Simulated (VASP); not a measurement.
Nb: single point with r2SCAN

Crystal: Nb.

```
Nb
1.0
    -1.65113    1.65113    1.65113
     1.65113   -1.65113    1.65113
     1.65113    1.65113   -1.65113
Nb
1
Direct
  0.00000 0.00000 0.00000
```

```yaml
Program: VASP 6.6.1
Task: single point
Functional: r2SCAN
Potentials_or_basis: VASP PAW PBE potentials, release 64 (Nb_sv)
Cutoff: 520 eV
k_mesh: 13 × 13 × 13
Occupations: gaussian, width 1 eV
Spin: no spin polarisation
Dipole_correction: no
Further_INCAR_settings: ALGO = Normal; EDIFF = 1e-06; NBANDS = 12
```

```json
{"Pressure": "2.8 GPa", "Band gap on the k mesh": "zero (an odd number of electrons rules out a gap without spin polarisation)"}
```

Levels at points of the mesh, in eV from the Fermi level:
| k point | band 3 | band 4 | band 5 | band 6 | band 7 | band 8 | band 9 | band 10 | band 11 | band 12 |
| --- | --- | --- | --- | --- | --- | --- | --- | --- | --- | --- |
| (0.00, 0.00, 0.00) | -30.86 | -30.86 | -6.47 | 0.27 | 0.27 | 0.27 | 3.40 | 3.40 | 14.69 | 14.69 |

Run time: 22 s on 1 thread of Intel(R) Xeon(R) 6975P-C (Granite Rapids), on a shared host, peak memory 0.15 GiB.

Caveat: so wide a smearing shifts energies and pressures; the PAW data sets were made with another functional, which shifts forces and pressure a little.
